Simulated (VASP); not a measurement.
# LiBr: single point with HSE06

The system is LiBr.

```xyz
2
Lattice="0.0000 2.7259 2.7259 2.7259 0.0000 2.7259 2.7259 2.7259 0.0000" Properties=species:S:1:pos:R:3 pbc="T T T"
Li    0.0000    0.0000    0.0000
Br    2.7259    2.7259    2.7259
```

This cell differs from its parent crystal: strain -0.5%.

* Program: VASP 6.6.1
* Task: single point
* Functional: HSE06
* Potentials or basis: VASP PAW PBE potentials, release 64 (Li_sv, Br)
* Cutoff: 650 eV
* k mesh: 6 × 6 × 6
* Occupations: gaussian, width 0.01 eV
* Spin: no spin polarisation

| Item | Value |
| --- | --- |
| Pressure | 0.2 GPa |
| Band gap on the k mesh | 6.28 eV |

Levels at points of the mesh, in eV from the valence-band top:
| k point | band 2 | band 3 | band 4 | band 5 | band 6 | band 7 | band 8 | band 9 |
| --- | --- | --- | --- | --- | --- | --- | --- | --- |
| (0.00, 0.00, 0.00) | -14.69 | 0.00 | 0.00 | 0.00 | 6.28 | 11.83 | 11.83 | 11.83 |
| (0.50, 0.00, 0.00) | -14.12 | -3.24 | -0.30 | -0.30 | 6.82 | 9.41 | 9.41 | 13.60 |
| (0.50, 0.50, 0.00) | -13.89 | -3.23 | -1.28 | -1.28 | 7.50 | 8.21 | 13.37 | 14.17 |

Run time: 18 min on 1 thread of AMD EPYC 7R13 Processor (Zen 3), with other jobs on the host, peak memory 0.28 GiB.

Caveat: the cell differs from its parent crystal (strain -0.5%); the PAW data sets were made with another functional, which shifts forces and pressure a little.
